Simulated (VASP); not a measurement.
# SnO (P1) in VASP: single point with PBE+D3(BJ)

Aim: the single point of SnO with PBE+D3(BJ).

Program: VASP 6.6.1. These are calculated values, not measurements. Logs are shortened: lines on timing, memory, paths and dates and some standing lists are left out, and cuts for length are marked.

## 1. The cell of the first run

The typed cell holds 8 atoms: a = 3.932 Å, b = 3.684 Å, c = 9.731 Å, α = 89.89°, β = 87.02°, γ = 99.64°.

## 2. Single point, PBE+D3(BJ)

File INCAR:

```
ALGO = Fast
EDIFF = 1E-6
ENCUT = 520
GGA = PE
ISIF = 2
ISMEAR = 0
IVDW = 12
LASPH = T
LCHARG = F
LREAL = F
LWAVE = F
NBANDS = 50
NELM = 80
PREC = Accurate
SIGMA = 0.15
```

File KPOINTS:

```
k-points
0
Gamma
  10 10 4
```

File POSCAR:

```
SnO
1.0
    2.5439140757     -2.9962727935      0.1024539842
    2.3689968286      2.8213550601      0.0078212109
    0.1934710566     -0.1660278497      9.7274580970
Sn O
4 4
Direct
    0.9968917166      0.0010089822      0.0000924003
   -0.0040968400      1.0019280886      0.4998500663
    0.5000133630      0.4989507196      0.2564391820
    0.5048053019      0.4973644223      0.7586424189
    0.0001308026      0.5013542244      0.3791137788
    1.0022029307      0.5008577795      0.8792318361
    0.4976381401      0.9974918877      0.3764848522
    0.5024145850      0.0010438957      0.8781454652
```

Potentials or basis: VASP PAW PBE potentials, release 64 (Sn_d, O).

Started as:

```sh
$ cat potpaw_PBE.64/Sn_d/POTCAR potpaw_PBE.64/O/POTCAR > POTCAR
$ mpirun -np 1 vasp_std > vasp.out
```

OUTCAR:

```text
EDIFF = 1E-6
   ENCUT = 520
   GGA = PE
   ISIF = 2
   ISMEAR = 0
   IVDW = 12
   LASPH = T
   LREAL = F
   NELM = 80
   PREC = Accurate
 IVDW          = 12

 ion  position               nearest neighbor table
   1  0.997  0.001  0.000-   6 2.18   6 2.19   8 2.26   8 2.33   4 3.34   3 3.42   4 3.46   3 3.58
                             4 3.70   3 3.76
   2  0.996  0.002  0.500-   5 2.18   5 2.19   7 2.26   7 2.35   3 3.34   4 3.44   3 3.48   4 3.60
                             3 3.71   4 3.75
   3  0.500  0.499  0.256-   7 2.18   7 2.18   5 2.25   5 2.35   2 3.34   1 3.42   2 3.48   1 3.58
                             2 3.71   1 3.76
   4  0.505  0.497  0.759-   8 2.16   8 2.19   6 2.25   6 2.33   1 3.34   2 3.44   1 3.46   2 3.60
                             1 3.70   2 3.75
   5  0.000  0.501  0.379-   2 2.18   2 2.19   3 2.25   3 2.35
   6  0.002  0.501  0.879-   1 2.18   1 2.19   4 2.25   4 2.33
   7  0.498  0.997  0.376-   3 2.18   3 2.18   2 2.26   2 2.35
   8  0.502  0.001  0.878-   4 2.16   4 2.19   1 2.26   1 2.33

  LATTYP: Found a triclinic cell.
 ALAT       =     4.9172604553
 B/A-ratio  =     0.7492085713
 C/A-ratio  =     1.9789064418
 COS(alpha) =     0.0018407684
 COS(beta)  =     0.0428901375
 COS(gamma) =     0.6152773956

  Lattice vectors:

 A1 = (   4.9129109043,  -0.1749177334,   0.1102751951)
 A2 = (   2.3689968286,   2.8213550601,   0.0078212109)
 A3 = (   0.1934710566,  -0.1660278497,   9.7274580970)

Analysis of symmetry for initial positions (statically):
=====================================================================
 Subroutine PRICEL returns:
 Original cell was already a primitive cell.

 Routine SETGRP: Setting up the symmetry group for a
 triclinic supercell.

 Subroutine GETGRP returns: Found  1 space group operations
 (whereof  1 operations were pure point group operations)
 out of a pool of  2 trial point group operations.

The static configuration has the point symmetry C_1 .

Analysis of symmetry for dynamics (positions and initial velocities):
=====================================================================
 Subroutine PRICEL returns:
 Original cell was already a primitive cell.

 Routine SETGRP: Setting up the symmetry group for a
 triclinic supercell.

 Subroutine GETGRP returns: Found  1 space group operations
 (whereof  1 operations were pure point group operations)
 out of a pool of  2 trial point group operations.

[... 117 lines left out ...]
   NFREE  =      0    steps in history (QN), initial steepest desc. (CG)
   ISIF   =      2    stress and relaxation
   ISYM   =      2    0-nonsym 1-usesym 2-fastsym
   POTIM  = 0.5000    time-step for ionic-motion
   TEBEG  =    0.0;   TEEND  =   0.0 temperature during run
   PSTRESS=    0.0 pullay stress
   NELECT =      80.0000    total number of electrons
   NUPDOWN=      -1.0000    fix difference up-down
   EMIN   =  10.00;   EMAX   =-10.00  energy-range for DOS
   EFERMI =   0.00;   METHOD = LEGACY
   ISMEAR =     0;   SIGMA  =   0.15  broadening in eV -4-tet -1-fermi 0-gaus
   EFERMI_NEDOS =   21; number of points for ismear=-14 and -15
   IALGO  =     68    algorithm
   IMIX   =      4    mixing-type and parameters
     AMIX     =   0.40;   BMIX     =  1.00
     AMIX_MAG =   1.60;   BMIX_MAG =  1.00
  volume/ion in A,a.u.               =      17.35       117.06
  Fermi-wavevector in a.u.,A,eV,Ry     =   1.362522  2.574793 25.258747  1.856466
  Thomas-Fermi vector in A             =   2.489004
   LORBIT       =      0    0 simple, 1 ext, 2 COOP (PROOUT), +10 PAW based schemes
   GGA     = PE    functional components
   LHFCALC =     F    Hartree Fock is set to
   AEXX    =    0.0000 exact exchange contribution
   IVDW    =    12    specifies the selected vdW correction
   LEPSILON=     F    determine dielectric tensor
   LRPA    =     F    only Hartree local field effects (RPA)
 non-spin polarized calculation
 RMM-DIIS sequential band-by-band and
 Gauss-broadening in eV      SIGMA  =   0.15
  energy-cutoff  :      520.00
  volume of cell :      138.77
 maximum number of plane-waves:      3768
 NGX is ok and might be reduce to    30
   NGX = 15   NGY = 13   NGZ = 37

 number of electron      80.0000024 magnetization

 Free energy of the ion-electron system (eV)
  ---------------------------------------------------
  ext. energy  EPLUGINS =         0.00000000
  ---------------------------------------------------
  free energy    TOTEN  =       -44.14679835 eV

  energy without entropy =      -44.14159893  energy(sigma->0) =      -44.14419864

 E-fermi :   7.4150     XC(G=0): -10.3181

 val. band max:        7.3985589271   @ k =  -0.1000   0.1000   0.0000
 cond. band min:       7.4306688824   @ k =   0.4000   0.5000   0.0000
 fundamental gap:      0.0321099553
 Fermi energy:         7.4150157431

 k-point     1 :       0.0000    0.0000    0.0000
  band No.  band energies     occupation
      1     -14.7285      2.00000
      2     -14.6940      2.00000
      3     -14.4169      2.00000
      4     -14.3890      2.00000
      5     -14.3700      2.00000
      6     -14.3437      2.00000
[... 1261 lines left out ...]
     49      12.9867      0.00000
     50      13.4896      0.00000

 [... further k-points ...]

------------------------ aborting loop because EDIFF is reached ----------------------------------------

 Edisp (eV)   -1.90028

 E8    (eV) :    -0.8252

  FORCE on cell =-STRESS in cart. coord.  units (eV):
  Direction    XX          YY          ZZ          XY          YZ          ZX
  --------------------------------------------------------------------------------------
  -------------------------------------------------------------------------------------
  Total      16.11103    -8.33163     0.81433     1.67735     0.70984    -1.80856
  in kB     186.01575   -96.19581     9.40218    19.36647     8.19572   -20.88140
  external pressure =       33.07 kB  Pullay stress =        0.00 kB

 VOLUME and BASIS-vectors are now :
 -----------------------------------------------------------------------------
  energy-cutoff  :      520.00
  volume of cell :      138.77
      direct lattice vectors                 reciprocal lattice vectors
     2.543914076 -2.996272794  0.102453984     0.197785071 -0.166054701 -0.006767995
     2.368996829  2.821355060  0.007821211     0.209914785  0.178184382 -0.001133787
     0.193471057 -0.166027850  9.727458097    -0.002251940  0.001605697  0.102873974

 POSITION                                       TOTAL-FORCE (eV/Angst)
 -----------------------------------------------------------------------------------
      2.53842     -2.98413      0.10304        -0.132522      0.030215      0.221692
      2.63477     -3.06155      4.96432        -0.156828      0.039822      0.124604
      2.50362     -0.13304      2.54963         0.143021     -0.082416     -0.148708
      2.60921     -0.23525      7.43527         0.194929      0.000287     -0.342984
      1.26139      1.35116      3.69175        -0.201710      0.105449     -0.427931
      1.36224      1.26052      8.55683        -0.049669      0.106919     -0.387706
      3.70184      1.26071      3.72103         0.224483     -0.064358      0.465043
      1.45047     -1.64822      8.59361        -0.021703     -0.135918      0.495990
 -----------------------------------------------------------------------------------
    total drift:                               -0.001151      0.000655     -0.000411

  FREE ENERGIE OF THE ION-ELECTRON SYSTEM (eV)
  ---------------------------------------------------
  free  energy   TOTEN  =       -46.0470826452 eV

  energy  without entropy=      -46.0418832281  energy(sigma->0) =      -46.04448294
```

Wall time 45 min (1 thread of Oxide Virtual Turin-like, shared host); peak memory 0.94 GiB.

Results:

| Quantity | Value |
| --- | --- |
| Free energy | -46.0471 eV |
| Pressure | 3.3 GPa |
| Largest force | 0.520 eV/Å |
| Band gap on the k mesh | zero (bands 40 and 41 overlap by 0.41 eV) |
| Dispersion energy per atom | -0.238 eV |

Forces in eV/Å, atoms in the order of the input:
```
Sn  -0.133  0.030  0.222
Sn  -0.157  0.040  0.125
Sn   0.143 -0.082 -0.149
Sn   0.195  0.000 -0.343
O   -0.202  0.105 -0.428
O   -0.050  0.107 -0.388
O    0.224 -0.064  0.465
O   -0.022 -0.136  0.496
```

Levels at points of the mesh, in eV from the Fermi level:
| k point | band 38 | band 39 | band 40 | band 41 | band 42 | band 43 |
| --- | --- | --- | --- | --- | --- | --- |
| (0.00, 0.00, 0.00) | -1.88 | -1.80 | 0.05 | 1.58 | 1.77 | 2.27 |
| (0.50, 0.00, 0.00) | -2.80 | -2.12 | -1.69 | 1.82 | 2.30 | 2.69 |
| (0.00, 0.50, 0.00) | -2.81 | -2.08 | -1.94 | 2.39 | 2.45 | 3.03 |
| (0.50, 0.50, 0.00) | -1.75 | -1.54 | -1.47 | -0.35 | 0.05 | 1.94 |
| (0.00, 0.00, 0.50) | -1.80 | -0.82 | -0.82 | 1.61 | 1.64 | 2.62 |
| (0.50, 0.00, 0.50) | -2.59 | -2.21 | -2.18 | 2.21 | 2.24 | 2.69 |
| (0.00, 0.50, 0.50) | -2.45 | -2.34 | -2.32 | 2.64 | 2.66 | 2.71 |
| (0.50, 0.50, 0.50) | -1.68 | -1.53 | -1.46 | 0.52 | 0.57 | 0.83 |

Caveat: the stress differs along the axes, from -10 to 19 GPa; semilocal functionals underestimate gaps, and a narrow one can read as zero; spin-orbit coupling is left out, which moves the levels of the heavy elements.

The gap in the log of VASP goes by the Fermi energy; the results here count the filled bands.